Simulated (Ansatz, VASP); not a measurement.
Given: the input of a run of Ansatz 0.2.0 on NaCl.

Contents of input.yaml:

```yaml
crystal:
  lattice:
    - [0.0, 2.7940632177, 2.7940632177]
    - [2.7940632177, 0.0, 2.7940632177]
    - [2.7940632177, 2.7940632177, 0.0]
  atoms:
    - { symbol: Cl, position: [0.5, 0.5, 0.5] }
    - { symbol: Na, position: [0.0, 0.0, 0.0] }
hamiltonian:
  xc: pbe
  pseudopotentials: { kind: paw }
  dispersion: d3bj
kpoints:
  mp_grid: { grid: [8, 8, 8] }
scf:
  occupations: { method: fermi_dirac, width: 0.05 }
output:
  forces: true
  stress: true
relax:
  f_tol: 0.01
  max_steps: 40
  cell: { stress_tol: 0.05 }
```

Potentials or basis: Ansatz PAW.

Launch:

```console
$ ansatz run input.yaml --threads 2 --pin off --max-ram 5632MiB --backend cpu --events-out ev --progress --plain --runs-dir out
```

Question: Set up the same calculation for VASP 6.6.1. Potentials there: VASP PAW PBE potentials, release 64 (Cl, Na_pv).

Answer: As run (the cutoff follows the program's own potentials):

INCAR

```
SYSTEM = NaCl
PREC = Accurate ; ENCUT = 600
EDIFF = 1E-6 ; ISMEAR = -1
SIGMA = 0.05 ; LREAL = .False.
LASPH = .True. ; NELM = 80
ALGO = Normal ; ISIF = 3
LWAVE = .False. ; LCHARG = .False.
GGA = PE ; IVDW = 12
IBRION = 2 ; NSW = 60
EDIFFG = -0.01
```

KPOINTS

```
regular mesh
0
Gamma
  8 8 8
  0 0 0
```

POSCAR

```
NaCl
1.0
    0.0000000000      2.7940632177      2.7940632177
    2.7940632177      0.0000000000      2.7940632177
    2.7940632177      2.7940632177      0.0000000000
Cl Na
1 1
Direct
    0.5000000000      0.5000000000      0.5000000000
    0.0000000000      0.0000000000      0.0000000000
```

Potentials or basis: VASP PAW PBE potentials, release 64 (Cl, Na_pv).

The run is started by

```console
$ cat potpaw_PBE.64/Cl/POTCAR potpaw_PBE.64/Na_pv/POTCAR > POTCAR
$ mpirun -np 1 vasp_std > vasp.out
```

Both were run:

|  | VASP | Ansatz | Ansatz less VASP |
| --- | --- | --- | --- |
| relaxed volume (Å³/atom) | 21.75 | 21.73 | -0.021 |
| relaxed cell length with the largest relative difference (Å) | 3.948 | 3.947 | -0.0013 |

VASP's potentials hold 14 valence electrons a cell and Ansatz's 16, so a difference there can come from the potentials and not from the codes.

Noted on Ansatz's run: the plane-wave basis is chosen anew once the cell has moved, so the energies of steps on either side of that aren't comparable.
